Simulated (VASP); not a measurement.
A run of VASP 6.6.1 is set up as follows.

File INCAR:

```
PREC = Accurate ; ENCUT = 520
EDIFF = 1E-6 ; ISMEAR = -1
SIGMA = 0.02 ; LREAL = F
LASPH = T ; NELM = 80
ALGO = Normal ; ISIF = 2
LWAVE = F ; LCHARG = T
GGA = PE ; LELF = T
LVHAR = T ; NBANDS = 32
```

The input KPOINTS:

```
Automatic mesh
0
Gamma
  8 8 8
```

File POSCAR:

```
Bi2Te3
1.0
    2.1957943101      1.2677424361     10.4508714113
   -2.1957943101      1.2677424361     10.4508714113
    0.0000000000     -2.5354848721     10.4508714113
Bi Te
2 3
Direct
    0.6016461472      0.6016461472      0.6016461472
    0.3983538528      0.3983538528      0.3983538528
    0.7864228559      0.7864228559      0.7864228559
    0.2135771441      0.2135771441      0.2135771441
    0.0000000000      0.0000000000      0.0000000000
```

Potentials or basis: VASP PAW PBE potentials, release 64 (Bi_d, Te).

Launch:

```console
$ cat potpaw_PBE.64/Bi_d/POTCAR potpaw_PBE.64/Te/POTCAR > POTCAR
$ mpirun -np 1 vasp_std > vasp.out
```

(1) Predict the largest force.

(2) Predict the band gap on the k mesh.

## Answers

(1) 0.174 eV/Å.

(2) 0.43 eV.

Caveat: spin-orbit coupling is left out, which moves the levels of the heavy elements.
